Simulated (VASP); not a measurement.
# SiC (F-43m) in VASP: single point with PBEsol

Aim: the single point of SiC with PBEsol.

Program: VASP 6.6.1. These are calculated values, not measurements. Logs are shortened: lines on timing, memory, paths and dates and some standing lists are left out, and cuts for length are marked.

**The experiment to reproduce.**

“Insight into the structural, elastic and electronic properties of a new orthorhombic 6O-SiC polytype”, 2020, pmc:7200658 quotes, for a bulk crystal of SiC: band gap 2.4 eV (indirect).

The runs below are set against these values where they give the same quantity.

### 1 The cell of the first run

It takes space group F-43m (No. 216, cubic). Conventional cell: a = 4.357 Å, b = 4.357 Å, c = 4.357 Å, α = 90.00°, β = 90.00°, γ = 90.00°. Within 2.5 Å of Si (site symmetry -43m) lie 4 C at 1.89 Å. C (site symmetry -43m) has 4 Si at 1.89 Å within 2.5 Å.

### 2 Single point, PBEsol

The input, INCAR:

```
SYSTEM = SiC
ALGO     = Normal         ! electronic algorithm
EDIFF    = 1E-6           ! SCF threshold, eV
ENCUT    = 520            ! plane-wave cutoff, eV
GGA      = PS             ! functional
ISIF     = 2              ! what is computed and relaxed
ISMEAR   = 0              ! smearing method
LASPH    = .True.         ! aspherical terms in the spheres
LCHARG   = .True.         ! write CHGCAR
LELF     = .True.         ! ELF
LREAL    = .False.        ! projectors in reciprocal space
LVHAR    = .True.       
LWAVE    = .False.        ! write WAVECAR
NBANDS   = 36             ! bands
NELM     = 60             ! most SCF steps
PREC     = Accurate       ! precision mode
SIGMA    = 0.05           ! smearing width, eV
```

The input, KPOINTS:

```
k-points
0
Gamma
  10 4 6
  0 0 0
```

The input, POSCAR:

```
SiC
1.0
    3.0807515556      0.0000000000      0.0000000000
    0.0000000000      7.5462693354      0.0000000000
    0.0000000000      0.0000000000      5.3360182198
Si C
6 6
Direct
    0.0000000000      0.0000000000      0.0000000000
    0.0000000000      0.3333333333      0.6666666667
    1.0000000000      0.6666666667      0.3333333333
    0.5000000000      1.0000000000      0.5000000000
    0.5000000000      0.3333333333      0.1666666667
    0.5000000000      0.6666666667      0.8333333333
    0.5000000000      0.7500000000      0.5000000000
    0.5000000000      0.0833333333      0.1666666667
    0.5000000000      0.4166666667      0.8333333333
    1.0000000000      0.7500000000      1.0000000000
    0.0000000000      0.0833333333      0.6666666667
    1.0000000000      0.4166666667      0.3333333333
```

Potentials or basis: VASP PAW PBE potentials, release 64 (Si, C).

Started as:

```console
cat potpaw_PBE.64/Si/POTCAR potpaw_PBE.64/C/POTCAR > POTCAR
mpirun -np 1 vasp_std > vasp.out
```

OUTCAR:

```text
SYSTEM = SiC
   EDIFF = 1E-6
   ENCUT = 520
   GGA = PS
   ISIF = 2
   ISMEAR = 0
   LASPH = .True.
   LREAL = .False.
   NELM = 60
   PREC = Accurate

 ion  position               nearest neighbor table
   1  0.000  0.000  0.000-  11 1.89  10 1.89   8 1.89   8 1.89   2 3.08   3 3.08   5 3.08   5 3.08
                             6 3.08   6 3.08   4 3.08   4 3.08   4 3.08   4 3.08
   2  0.000  0.333  0.667-  11 1.89   9 1.89   9 1.89  12 1.89   1 3.08   4 3.08   4 3.08   5 3.08
                             5 3.08   5 3.08   5 3.08   6 3.08   6 3.08   3 3.08
   3  0.000  0.667  0.333-  10 1.89  12 1.89   7 1.89   7 1.89   1 3.08   4 3.08   4 3.08   6 3.08
                             6 3.08   6 3.08   6 3.08   5 3.08   5 3.08   2 3.08
   4  0.500  0.000  0.500-   8 1.89   7 1.89  11 1.89  11 1.89   5 3.08   6 3.08   2 3.08   2 3.08
                             3 3.08   3 3.08   1 3.08   1 3.08   1 3.08   1 3.08
   5  0.500  0.333  0.167-   8 1.89  12 1.89  12 1.89   9 1.89   4 3.08   1 3.08   1 3.08   2 3.08
                             2 3.08   2 3.08   2 3.08   3 3.08   3 3.08   6 3.08
   6  0.500  0.667  0.833-   7 1.89   9 1.89  10 1.89  10 1.89   4 3.08   1 3.08   1 3.08   3 3.08
                             3 3.08   3 3.08   3 3.08   2 3.08   2 3.08   5 3.08
   7  0.500  0.750  0.500-   6 1.89   4 1.89   3 1.89   3 1.89
   8  0.500  0.083  0.167-   4 1.89   5 1.89   1 1.89   1 1.89
   9  0.500  0.417  0.833-   6 1.89   2 1.89   2 1.89   5 1.89
  10  0.000  0.750  0.000-   3 1.89   1 1.89   6 1.89   6 1.89
  11  0.000  0.083  0.667-   1 1.89   2 1.89   4 1.89   4 1.89
  12  0.000  0.417  0.333-   3 1.89   5 1.89   5 1.89   2 1.89

  LATTYP: Found a simple orthorhombic cell.
 ALAT       =     3.0807515556
 B/A-ratio  =     1.7320508076
 C/A-ratio  =     2.4494897427

  Lattice vectors:

 A1 = (  -3.0807515556,   0.0000000000,   0.0000000000)
 A2 = (   0.0000000000,   0.0000000000,   5.3360182198)
 A3 = (   0.0000000000,   7.5462693354,   0.0000000000)

Analysis of symmetry for initial positions (statically):
=====================================================================
 Subroutine PRICEL returns following result:

  LATTYP: Found a face centered cubic cell.
 ALAT       =     4.3568406320

  Lattice vectors:

 A1 = (  -1.5403757778,   2.5154231115,   0.8893363701)
 A2 = (  -3.0807515556,   0.0000000000,  -0.0000000000)
 A3 = (  -1.5403757778,   0.0000000000,   2.6680091099)

   6 primitive cells build up your supercell.

 Routine SETGRP: Setting up the symmetry group for a
 simple orthorhombic supercell.

 Subroutine GETGRP returns: Found  2 space group operations
 (whereof  2 operations were pure point group operations)
 out of a pool of  8 trial point group operations.

The static configuration has the point symmetry C_1h.

Analysis of symmetry for dynamics (positions and initial velocities):
=====================================================================
 Subroutine PRICEL returns following result:

  LATTYP: Found a face centered cubic cell.
 ALAT       =     4.3568406320

  Lattice vectors:

 A1 = (  -1.5403757778,   2.5154231115,   0.8893363701)
 A2 = (  -3.0807515556,   0.0000000000,  -0.0000000000)
 A3 = (  -1.5403757778,   0.0000000000,   2.6680091099)

   6 primitive cells build up your supercell.

 Routine SETGRP: Setting up the symmetry group for a
 simple orthorhombic supercell.

 Subroutine GETGRP returns: Found  2 space group operations
 (whereof  2 operations were pure point group operations)
 out of a pool of  8 trial point group operations.

The dynamic configuration has the point symmetry C_1h.

 Subroutine INISYM returns: Found  2 space group operations
 (whereof  2 operations are pure point group operations),
 and found     6 'primitive' translations

----------------------------------------------------------------------------------------

                                     Primitive cell

  volume of cell :      20.6755

  direct lattice vectors                    reciprocal lattice vectors
    -1.540375778  2.515423112  0.889336370     0.000000000  0.397547433  0.000000000
    -3.080751556  0.000000000 -0.000000000    -0.324596119 -0.132515811 -0.187405657
    -1.540375778  0.000000000  2.668009110    -0.000000000 -0.132515811  0.374811314

  length of vectors
     3.080751555  3.080751556  3.080751556     0.397547433  0.397547433  0.397547433

  position of ions in fractional coordinates (direct lattice)
     0.000000000  0.000000000  0.000000000
     0.250000000  0.250000000  0.250000000

  ion indices of the primitive-cell ions
   primitive index   ion index
                 1           1
                 2          10

----------------------------------------------------------------------------------------

 KPOINTS: k-points

Automatic generation of k-mesh.
 Grid dimensions read from file:
 generate k-points for:   10    4    6

 Generating k-lattice:

  Cartesian coordinates                     Fractional coordinates (reciprocal lattice)
     0.032459612  0.000000000  0.000000000     0.100000000  0.000000000  0.000000000
     0.000000000  0.033128953  0.000000000     0.000000000  0.250000000  0.000000000
     0.000000000  0.000000000  0.031234276     0.000000000  0.000000000  0.166666667

  Length of vectors
     0.032459612  0.033128953  0.031234276

  Shift w.r.t. Gamma in fractional coordinates (k-lattice)
     0.000000000  0.000000000  0.000000000

 Subroutine IBZKPT returns following result:
 ===========================================

 Found     84 irreducible k-points:

 Following reciprocal coordinates:
            Coordinates               Weight
  0.000000  0.000000  0.000000      1.000000
  0.100000  0.000000  0.000000      2.000000
  0.200000  0.000000  0.000000      2.000000
  0.300000  0.000000  0.000000      2.000000
  0.400000  0.000000  0.000000      2.000000
  0.500000  0.000000  0.000000      1.000000
[... 16 lines left out ...]
  0.400000  0.000000  0.166667      4.000000
  0.500000  0.000000  0.166667      2.000000
 [... further k-points ...]
   k-points           NKPTS =     84   k-points in BZ     NKDIM =     84   number of bands    NBANDS=     36
   number of dos      NEDOS =    301   number of ions     NIONS =     12
   total plane-waves  NPLWV =  53760
   dimension x,y,z NGX =    24 NGY =   56 NGZ =   40
   dimension x,y,z NGXF=    48 NGYF=  112 NGZF=   80
   ions per type =               6   6
   NGX,Y,Z   is equivalent  to a cutoff of  12.95, 12.34, 12.46 a.u.
   NGXF,Y,Z  is equivalent  to a cutoff of  25.90, 24.67, 24.92 a.u.
 SYSTEM =  SiC
   PREC   = accura    normal or accurate (medium, high low for compatibility)
   ISTART =      0    job   : 0-new  1-cont  2-samecut
   ICHARG =      2    charge: 1-file 2-atom 10-const
   ISPIN  =      1    spin polarized calculation?
   LNONCOLLINEAR =      F non collinear calculations
   LSORBIT =      F    spin-orbit coupling
   LASPH  =      T    aspherical Exc in radial PAW
   ENCUT  =  520.0 eV  38.22 Ry    6.18 a.u.   5.73 14.03  9.92*2*pi/ulx,y,z
   NELM   =     60;   NELMIN=  2; NELMDL= -5     # of ELM steps
   EDIFF  = 0.1E-05   stopping-criterion for ELM
   LREAL  =      F    real-space projection
   EDIFFG = 0.1E-04   stopping-criterion for IOM
   NSW    =      0    number of steps for IOM
   IBRION =     -1    ionic relax: 0-MD 1-quasi-New 2-CG
   NFREE  =      0    steps in history (QN), initial steepest desc. (CG)
   ISIF   =      2    stress and relaxation
   ISYM   =      2    0-nonsym 1-usesym 2-fastsym
   POTIM  = 0.5000    time-step for ionic-motion
   TEBEG  =    0.0;   TEEND  =   0.0 temperature during run
   PSTRESS=    0.0 pullay stress
   NELECT =      48.0000    total number of electrons
   NUPDOWN=      -1.0000    fix difference up-down
   EMIN   =  10.00;   EMAX   =-10.00  energy-range for DOS
   EFERMI =   0.00;   METHOD = LEGACY
   ISMEAR =     0;   SIGMA  =   0.05  broadening in eV -4-tet -1-fermi 0-gaus
   EFERMI_NEDOS =   21; number of points for ismear=-14 and -15
   IALGO  =     38    algorithm
   IMIX   =      4    mixing-type and parameters
     AMIX     =   0.40;   BMIX     =  1.00
     AMIX_MAG =   1.60;   BMIX_MAG =  1.00
  volume/ion in A,a.u.               =      10.34        69.76
  Fermi-wavevector in a.u.,A,eV,Ry     =   1.192943  2.254336 19.362639  1.423114
  Thomas-Fermi vector in A             =   2.328970
   LORBIT       =      0    0 simple, 1 ext, 2 COOP (PROOUT), +10 PAW based schemes
   GGA     = PS    functional components
   LHFCALC =     F    Hartree Fock is set to
   AEXX    =    0.0000 exact exchange contribution
   IVDW    =     0    specifies the selected vdW correction
   LEPSILON=     F    determine dielectric tensor
   LRPA    =     F    only Hartree local field effects (RPA)
 non-spin polarized calculation
 Gauss-broadening in eV      SIGMA  =   0.05
  energy-cutoff  :      520.00
  volume of cell :      124.05
 maximum number of plane-waves:      3376
   NGX = 11   NGY = 29   NGZ = 19

 number of electron      47.9999997 magnetization

 Free energy of the ion-electron system (eV)
  ---------------------------------------------------
  ext. energy  EPLUGINS =         0.00000000
  ---------------------------------------------------
  free energy    TOTEN  =       -95.49063740 eV

  energy without entropy =      -95.49063740  energy(sigma->0) =      -95.49063740

 E-fermi :   8.2884     XC(G=0): -11.5084

 val. band max:        8.0654341469   @ k =   0.0000   0.0000   0.0000
 cond. band min:       9.2985647889   @ k =   0.0000   0.0000   0.0000
 fundamental gap:      1.2331306420
 Fermi energy:         8.2884078818

 k-point     1 :       0.0000    0.0000    0.0000
  band No.  band energies     occupation
      1      -7.3650      2.00000
      2      -5.2856      2.00000
      3      -5.2856      2.00000
      4      -3.6199      2.00000
      5      -3.6199      2.00000
      6      -2.2934      2.00000
[... 28 lines left out ...]
     35      15.6331      0.00000
     36      15.6348      0.00000

 k-point     2 :       0.1000    0.0000    0.0000
  band No.  band energies     occupation
      1      -7.2340      2.00000
      2      -5.1629      2.00000
      3      -5.1629      2.00000
      4      -3.5160      2.00000
      5      -3.5160      2.00000
      6      -2.2560      2.00000
[... 28 lines left out ...]
     35      15.2577      0.00000
     36      15.2754      0.00000

 k-point     3 :       0.2000    0.0000    0.0000
  band No.  band energies     occupation
      1      -6.8442      2.00000
      2      -4.8012      2.00000
      3      -4.8012      2.00000
      4      -3.2217      2.00000
      5      -3.2217      2.00000
      6      -2.2231      2.00000
[... 28 lines left out ...]
     35      15.6233      0.00000
     36      16.0937      0.00000
[... 742 lines left out ...]
 k-point    23 :       0.4000    0.0000    0.1667
  band No.  band energies     occupation
      1      -5.2382      2.00000
      2      -3.4785      2.00000
      3      -3.3504      2.00000
      4      -3.2318      2.00000
      5      -3.0892      2.00000
      6      -2.2383      2.00000
[... 28 lines left out ...]
     35      16.3699      0.00000
     36      16.3758      0.00000

 k-point    24 :       0.5000    0.0000    0.1667
  band No.  band energies     occupation
      1      -4.2299      2.00000
      2      -4.2299      2.00000
      3      -2.9814      2.00000
      4      -2.9814      2.00000
      5      -2.5945      2.00000
      6      -2.5945      2.00000
[... 28 lines left out ...]
     35      15.6694      0.00000
     36      15.6694      0.00000

 [... further k-points ...]

------------------------ aborting loop because EDIFF is reached ----------------------------------------

  FORCE on cell =-STRESS in cart. coord.  units (eV):
  Direction    XX          YY          ZZ          XY          YZ          ZX
  --------------------------------------------------------------------------------------
  -------------------------------------------------------------------------------------
  Total        0.2698947      0.2680119      0.2674024      0.0000000     -0.0004570      0.0000000
  in kB        3.4857688      3.4614531      3.4535813      0.0000000     -0.0059017      0.0000000
  external PRESSURE =       3.4669344 kB  Pullay stress =       0.0000000 kB

 VOLUME and BASIS-vectors are now :
 -----------------------------------------------------------------------------
  energy-cutoff  :      520.00
  volume of cell :      124.05
      direct lattice vectors                 reciprocal lattice vectors
     3.080751556  0.000000000  0.000000000     0.324596119  0.000000000  0.000000000
     0.000000000  7.546269335  0.000000000     0.000000000  0.132515811  0.000000000
     0.000000000  0.000000000  5.336018220     0.000000000  0.000000000  0.187405657

 POSITION                                       TOTAL-FORCE (eV/Angst)
 -----------------------------------------------------------------------------------
      0.00000      0.00000      0.00000        -0.000000      0.000025      0.000035
      0.00000      2.51542      3.55735        -0.000000      0.000025      0.000035
      0.00000      5.03085      1.77867         0.000000      0.000025      0.000035
      1.54038      0.00000      2.66801         0.000000      0.000025      0.000035
      1.54038      2.51542      0.88934         0.000000      0.000025      0.000035
      1.54038      5.03085      4.44668        -0.000000      0.000025      0.000035
      1.54038      5.65970      2.66801         0.000000     -0.000025     -0.000035
      1.54038      0.62886      0.88934         0.000000     -0.000025     -0.000035
      1.54038      3.14428      4.44668        -0.000000     -0.000025     -0.000035
      0.00000      5.65970      0.00000        -0.000000     -0.000025     -0.000035
      0.00000      0.62886      3.55735        -0.000000     -0.000025     -0.000035
      0.00000      3.14428      1.77867         0.000000     -0.000025     -0.000035
 -----------------------------------------------------------------------------------
    total drift:                                0.000000     -0.000005      0.000029

  FREE ENERGIE OF THE ION-ELECTRON SYSTEM (eV)
  ---------------------------------------------------
  free  energy   TOTEN  =       -95.4906374008 eV

  energy  without entropy=      -95.4906374008  energy(sigma->0) =      -95.49063740
```

It took 4.3 min on 1 thread of AMD EPYC 7R43 (Zen 3), shared host; peak memory 0.36 GiB.

What came out:

```
Free energy            : -95.4906 eV
Pressure               : 0.3 GPa
Band gap on the k mesh : 1.23 eV
```

Caveat: the PAW data sets were made with another functional, which shifts forces and pressure a little.

### 3 Comparison with measurements

Step 2. Against the measured gap of SiC, 2.4 eV (indirect; quoted in “Insight into the structural, elastic and electronic properties of a new orthorhombic 6O-SiC polytype”, 2020, pmc:7200658), the calculated 1.23 eV is off by -1.17 eV. 2 values of this kind are on record in papers (2.39 to 2.4 eV); this one was drawn at random among those near their median. The value is that of PBEsol on a finite k mesh, which can miss the band edges, without temperature or zero-point motion. Semilocal functionals fall short of measured gaps as a rule.
